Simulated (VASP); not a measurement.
Set up this calculation in VASP 6.6.1, as the native input.

| Quantity | Value |
| --- | --- |
| Task | electric field gradients |
| Functional | LDA |
| Potentials or basis | VASP PAW LDA potentials, release 64 (Ag) |
| Cutoff | 520 eV |
| k mesh | 15 × 15 × 15 |
| Occupations | fermi-dirac, width 0.05 eV |
| Spin | no spin polarisation |
| Dipole correction | no |
| Further INCAR settings | ALGO = Normal; EDIFF = 1e-08; NBANDS = 12 |

The structure of Ag lies in POSCAR:

```
Ag
1.0
    0.0000000000      2.1043930000      2.0431000000
    2.1043930000      0.0000000000      2.0431000000
    2.1043930000      2.1043930000      0.0000000000
Ag
1
Direct
    0.0000000000      0.0000000000      0.0000000000
```

This cell differs from its parent crystal: equal xx and yy strain of +3 %.

The input as run:

INCAR

```
ALGO     = Normal         # electronic algorithm
EDIFF    = 1E-8           # SCF threshold, eV
ENCUT    = 520            # plane-wave cutoff, eV
ISIF     = 2              # what is computed and relaxed
ISMEAR   = -1             # smearing method
LASPH    = T              # aspherical terms in the spheres
LCHARG   = F              # write CHGCAR
LEFG     = T            
LREAL    = F              # projectors in reciprocal space
LWAVE    = F              # write WAVECAR
NBANDS   = 12             # bands
NELM     = 60             # most SCF steps
PREC     = Accurate       # precision mode
SIGMA    = 0.05           # smearing width, eV
```

KPOINTS

```
k-points
0
Gamma
  15 15 15
```

Potentials or basis: VASP PAW LDA potentials, release 64 (Ag).

The run is started by

```console
$ cat potpaw_LDA.64/Ag/POTCAR > POTCAR
$ mpirun -np 1 vasp_std > vasp.out
```

Results of the run:

```json
{
  "Pressure": "-11.9 GPa"
}
```

Caveat: the cell differs from its parent crystal (equal xx and yy strain of +3 %); without QUAD_EFG the Cq values of the log hold for a quadrupole moment of 1 mb, not for the nuclei.

It took 48 s on 1 thread of Intel Xeon 8259CL, on a shared host, peak memory 0.18 GiB.
